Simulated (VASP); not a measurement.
# Al (P6_3/mmc) in VASP: further runs, part 2 of 2

VASP 6.6.1. The steps go on from the part before.

## Step 5: Single point, r2SCAN

This run uses another cell than the first one, of 15.90 Å³/atom, 1.010 times its volume.

POSCAR reads:

```
Al
1.0
    2.8270770200      0.0000000000      0.0000000000
   -1.4135385100      2.4483205200      0.0000000000
    0.0000000000      0.0000000000      9.1859930700
Al
4
Direct
    0.0000000000      0.0000000000      0.0000000000
    0.3333333333      0.6666666667      0.2500000000
    0.0000000000      0.0000000000      0.5000000000
    0.6666666667      0.3333333333      0.7500000000
```

INCAR.step1 reads:

```
PREC = Accurate ; ENCUT = 520
ISMEAR = -1 ; SIGMA = 0.05
LREAL = F ; LASPH = T
NELM = 60 ; NBANDS = 14
GGA = PE ; ALGO = Normal
EDIFF = 1E-4 ; LWAVE = T
LCHARG = F
```

INCAR.step2 reads:

```
PREC = Accurate ; ENCUT = 520
EDIFF = 1E-6 ; ISMEAR = -1
SIGMA = 0.05 ; LREAL = F
LASPH = T ; NELM = 60
ALGO = Normal ; ISIF = 2
LWAVE = F ; LCHARG = F
METAGGA = R2SCAN ; LMIXTAU = T
NBANDS = 14 ; ISTART = 1
```

KPOINTS reads:

```
regular mesh
0
Gamma
  14 14 4
```

Potentials or basis: VASP PAW PBE potentials, release 64 (Al).

Started as:

```bash
$ cat potpaw_PBE.64/Al/POTCAR > POTCAR
$ cp INCAR.step1 INCAR
$ mpirun -np 1 vasp_std > vasp.out
$ cp INCAR.step2 INCAR
$ mpirun -np 1 vasp_std > vasp.out
```

OUTCAR:

```text
PREC = Accurate
   ENCUT = 520
   EDIFF = 1E-6
   ISMEAR = -1
   LREAL = F
   LASPH = T
   NELM = 60
   ISIF = 2
   METAGGA = R2SCAN
   ISTART = 1

 ion  position               nearest neighbor table
   1  0.000  0.000  0.000-   2 2.82   4 2.82   4 2.82   2 2.82   4 2.82   2 2.82
   2  0.333  0.667  0.250-   1 2.82   3 2.82   1 2.82   3 2.82   1 2.82   3 2.82
   3  0.000  0.000  0.500-   2 2.82   4 2.82   4 2.82   2 2.82   4 2.82   2 2.82
   4  0.667  0.333  0.750-   1 2.82   3 2.82   1 2.82   3 2.82   1 2.82   3 2.82

  LATTYP: Found a hexagonal cell.
 ALAT       =     2.8270770200
 C/A-ratio  =     3.2492899928

  Lattice vectors:

 A1 = (   2.8270770200,   0.0000000000,   0.0000000000)
 A2 = (  -1.4135385100,   2.4483205200,   0.0000000000)
 A3 = (   0.0000000000,   0.0000000000,   9.1859930700)

Analysis of symmetry for initial positions (statically):
=====================================================================
 Subroutine PRICEL returns:
 Original cell was already a primitive cell.

 Routine SETGRP: Setting up the symmetry group for a
 hexagonal supercell.

 Subroutine GETGRP returns: Found 24 space group operations
 (whereof 12 operations were pure point group operations)
 out of a pool of 24 trial point group operations.

The static configuration has the point symmetry D_3d.
 The point group associated with its full space group is D_6h.

Analysis of symmetry for dynamics (positions and initial velocities):
=====================================================================
 Subroutine PRICEL returns:
 Original cell was already a primitive cell.

 Routine SETGRP: Setting up the symmetry group for a
 hexagonal supercell.

 Subroutine GETGRP returns: Found 24 space group operations
 (whereof 12 operations were pure point group operations)
 out of a pool of 24 trial point group operations.

The dynamic configuration has the point symmetry D_3d.
 The point group associated with its full space group is D_6h.

 Subroutine INISYM returns: Found 24 space group operations
[... 133 lines left out ...]
  energy-cutoff  :      520.00
  volume of cell :       63.58
 maximum number of plane-waves:      1734
 NGX is ok and might be reduce to    24
   NGX = 11   NGY = 11   NGZ = 35

 number of electron      12.0000000 magnetization

 Free energy of the ion-electron system (eV)
  ---------------------------------------------------
  ext. energy  EPLUGINS =         0.00000000
  ---------------------------------------------------
  free energy    TOTEN  =       -26.88933811 eV

  energy without entropy =      -26.87732555  energy(sigma->0) =      -26.88333183

 E-fermi :   8.4247     XC(G=0): -11.0495

 val. band max:        8.3999052019   @ k =   0.4286   0.1429   0.2500
 cond. band min:       8.4368337487   @ k =   0.2857   0.2143   0.0000
 fundamental gap:      0.0369285469
 Fermi energy:         8.4246540705

 k-point     1 :       0.0000    0.0000    0.0000
  band No.  band energies     occupation
      1      -3.6986      2.00000
      2      -1.8494      2.00000
      3      -1.8445      2.00000
      4       3.2869      2.00000
      5       3.8927      2.00000
      6      12.2551      0.00000
      7      12.2581      0.00000
      8      20.0325      0.00000
      9      20.0325      0.00000
     10      20.1417      0.00000
     11      20.1417      0.00000
     12      21.1149      0.00000
     13      21.1149      0.00000
     14      21.2497      0.00000
[... 377 lines left out ...]
      1       4.2026      2.00000
      2       4.2270      2.00000
      3       5.4807      2.00000
      4       5.5794      2.00000
      5       5.9192      2.00000
      6       6.2260      2.00000
      7       6.4853      2.00000
      8       7.8763      1.99997
      9       8.1120      1.99616
     10      10.6615      0.00000
     11      11.2458      0.00000
     12      11.8682      0.00000
     13      12.3389      0.00000
     14      12.7850      0.00000

 [... further k-points ...]

------------------------ aborting loop because EDIFF is reached ----------------------------------------

  FORCE on cell =-STRESS in cart. coord.  units (eV):
  Direction    XX          YY          ZZ          XY          YZ          ZX
  --------------------------------------------------------------------------------------
  -------------------------------------------------------------------------------------
  Total       -0.2078651     -0.2078651      0.4688600      0.0000000      0.0000000     -0.0000000
  in kB       -5.2379342     -5.2379342     11.8146741      0.0000000      0.0000000     -0.0000000
  external PRESSURE =       0.4462686 kB  Pullay stress =       0.0000000 kB

 VOLUME and BASIS-vectors are now :
 -----------------------------------------------------------------------------
  energy-cutoff  :      520.00
  volume of cell :       63.58
      direct lattice vectors                 reciprocal lattice vectors
     2.827077020  0.000000000  0.000000000     0.353722234  0.204221627  0.000000000
    -1.413538510  2.448320520  0.000000000     0.000000000  0.408443254  0.000000000
     0.000000000  0.000000000  9.185993070     0.000000000  0.000000000  0.108861393

 POSITION                                       TOTAL-FORCE (eV/Angst)
 -----------------------------------------------------------------------------------
      0.00000      0.00000      0.00000        -0.000000      0.000000      0.000000
     -0.00000      1.63221      2.29650         0.000000      0.000000     -0.000000
      0.00000      0.00000      4.59300        -0.000000      0.000000      0.000000
      1.41354      0.81611      6.88949        -0.000000      0.000000      0.000000
 -----------------------------------------------------------------------------------
    total drift:                               -0.000000      0.000000      0.000000

  FREE ENERGIE OF THE ION-ELECTRON SYSTEM (eV)
  ---------------------------------------------------
  free  energy   TOTEN  =       -26.8893381128 eV

  energy  without entropy=      -26.8773255463  energy(sigma->0) =      -26.88333183
```

Run time: 1.9 min. Hardware: 1 thread of Intel Xeon Platinum 8559C (Emerald Rapids), shared host; peak memory 0.21 GiB.

What came out:

| Property | Result |
| --- | --- |
| Free energy | -26.8893 eV |
| Pressure | 0.0 GPa |
| Band gap on the k mesh | zero (band 6 reaches 12.60 eV, above the bottom of band 7 at 6.49 eV) |

Caveat: the PAW data sets were made with another functional, which shifts forces and pressure a little.

## Step 6: Single point, r2SCAN

This run uses another cell than the first one, of 15.95 Å³/atom, 1.013 times its volume.

POSCAR, as its differences from that of step 5:

```diff
@@ -4,3 +4,3 @@
    -1.4135385100      2.4483205200      0.0000000000
-    0.0000000000      0.0000000000      9.1859930700
+    0.0000000000      0.0000000000      9.2166130469
 Al
```

INCAR.step1 reads:

```
SYSTEM = Al
  PREC = Accurate
  ENCUT = 520
  ISMEAR = -1
  SIGMA = 0.05
  LREAL = .False.
  LASPH = .True.
  NELM = 80
  NBANDS = 14
  GGA = PE
  ALGO = Normal
  EDIFF = 1E-4
  LWAVE = .True.
  LCHARG = .False.
```

INCAR.step2 reads:

```
SYSTEM = Al
  PREC = Accurate
  ENCUT = 520
  EDIFF = 1E-7
  ISMEAR = -1
  SIGMA = 0.05
  LREAL = .False.
  LASPH = .True.
  NELM = 80
  ALGO = Normal
  ISIF = 2
  LWAVE = .False.
  LCHARG = .True.
  METAGGA = R2SCAN
  LMIXTAU = .True.
  LELF = .True.
  LVHAR = .True.
  NBANDS = 14
  ISTART = 1
```

KPOINTS reads:

```
regular mesh
0
Gamma
  14 14 4
  0 0 0
```

Potentials or basis: VASP PAW PBE potentials, release 64 (Al).

Started as:

```bash
$ cat potpaw_PBE.64/Al/POTCAR > POTCAR
$ cp INCAR.step1 INCAR
$ mpirun -np 1 vasp_std > vasp.out
$ cp INCAR.step2 INCAR
$ mpirun -np 1 vasp_std > vasp.out
```

Run time: 2.5 min. Hardware: 1 thread of Intel Xeon Platinum 8559C (Emerald Rapids), shared host; peak memory 0.21 GiB.

The run converged. Its results:

- Free energy: -26.8906 eV
- Pressure: -0.3 GPa
- Band gap on the k mesh: zero (band 6 reaches 12.53 eV, above the bottom of band 7 at 6.46 eV)

Stress tensor (GPa, compression positive):
```
-0.79  0.00  0.00
 0.00 -0.79  0.00
 0.00  0.00  0.80
```

Levels at points of the mesh, in eV from the Fermi level:
| k point | band 3 | band 4 | band 5 | band 6 | band 7 | band 8 | band 9 | band 10 |
| --- | --- | --- | --- | --- | --- | --- | --- | --- |
| (0.00, 0.00, 0.00) | -10.25 | -5.14 | -4.57 | 3.76 | 3.76 | 11.64 | 11.64 | 11.75 |
| (0.50, 0.00, 0.00) | -4.32 | -4.31 | -3.50 | -3.48 | 0.80 | 1.22 | 1.56 | 1.92 |
| (0.00, 0.00, 0.50) | -7.99 | -7.99 | -0.91 | -0.91 | 9.02 | 9.02 | 11.99 | 11.99 |
| (0.50, 0.00, 0.50) | -5.20 | -5.20 | -2.01 | -2.01 | -1.28 | -1.28 | 4.99 | 4.99 |

Caveat: the PAW data sets were made with another functional, which shifts forces and pressure a little.

## Step 7: Overview

```csv
cell,gap on the mesh (eV),pressure (GPa)
"a = 2.827, b = 2.827, c = 9.094 Å, angles 90.0, 90.0, 120.0°, 4 atoms",none,1.0
"a = 2.827, b = 2.827, c = 9.125 Å, angles 90.0, 90.0, 120.0°, 4 atoms",none,0.7
"a = 2.827, b = 2.827, c = 9.155 Å, angles 90.0, 90.0, 120.0°, 4 atoms",none,0.4
"a = 2.827, b = 2.827, c = 9.186 Å, angles 90.0, 90.0, 120.0°, 4 atoms",none,0.0
"a = 2.827, b = 2.827, c = 9.217 Å, angles 90.0, 90.0, 120.0°, 4 atoms",none,-0.3
```

Alike in all rows: task single point; level r2SCAN; potentials or basis VASP PAW PBE potentials, release 64 (Al); no spin polarisation; k mesh 14 × 14 × 4; cutoff (eV) 520; smearing fermi-dirac 0.05 eV.

Caveats: the PAW data sets were made with another functional, which shifts forces and pressure a little.

Total energies depend on the potentials used, so only differences within one code and one set of settings carry meaning.
